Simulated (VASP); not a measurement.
CrCd7Te8, 16 atoms in the cell. Symmetry: F-43m, No. 216, cubic system. Conventional cell: a = 12.960 Å, b = 12.960 Å, c = 12.960 Å, α = 90.00°, β = 90.00°, γ = 90.00°. Within 3.6 Å of Cr (site symmetry -43m) lie 4 Te at 2.74 Å. Within 3.7 Å of Cd (site symmetry 2mm) lie 4 Te at 2.82 Å. Cd (site symmetry -43m) has 4 Te at 2.81 Å within 3.7 Å. Te (site symmetry 3m) has 1 Cr at 2.74 Å and 3 Cd at 2.82 Å within 3.6 Å. Within 3.7 Å of Te (site symmetry 3m) lie 4 Cd at 2.81 to 2.82 Å. 

| Item | Value |
| --- | --- |
| Program | VASP 6.6.1 |
| Task | single point |
| Functional | PBEsol |
| Potentials or basis | VASP PAW PBE potentials, release 64 (Cr_pv, Cd, Te) |
| Cutoff | 520 eV |
| k mesh | 2 × 2 × 2 |
| Occupations | gaussian, width 0.05 eV |
| Spin | collinear spin |
| Starting moments | [4.3, 0.0, 0.0, 0.0, 0.0, 0.0, 0.0, 0.0, -0.09, -0.09, -0.09, -0.01, -0.09, -0.01, -0.01, -0.01] μB |
| Hubbard terms | Cr d U = 3.0 eV |
| Dipole correction | no |
| Further INCAR settings | LREAL = Auto; ALGO = Normal; EDIFF = 1e-06; NBANDS = 90 |

Potentials or basis: VASP PAW PBE potentials, release 64 (Cr_pv, Cd, Te).

Command:

```sh
$ cat potpaw_PBE.64/Cr_pv/POTCAR potpaw_PBE.64/Cd/POTCAR potpaw_PBE.64/Te/POTCAR > POTCAR
$ mpirun -np 1 vasp_std > vasp.out
```

Hardware: 1 thread of Intel(R) Xeon(R) Platinum 8375C CPU @ 2.90GHz (Ice Lake) (shared host).

Task: Estimate the wall time of this run.

Result: Wall time 14 min on 1 thread of Intel(R) Xeon(R) Platinum 8375C CPU @ 2.90GHz (Ice Lake), with other jobs on the host, peak memory 1.1 GiB. Counts: scf iterations 18, k points 3.
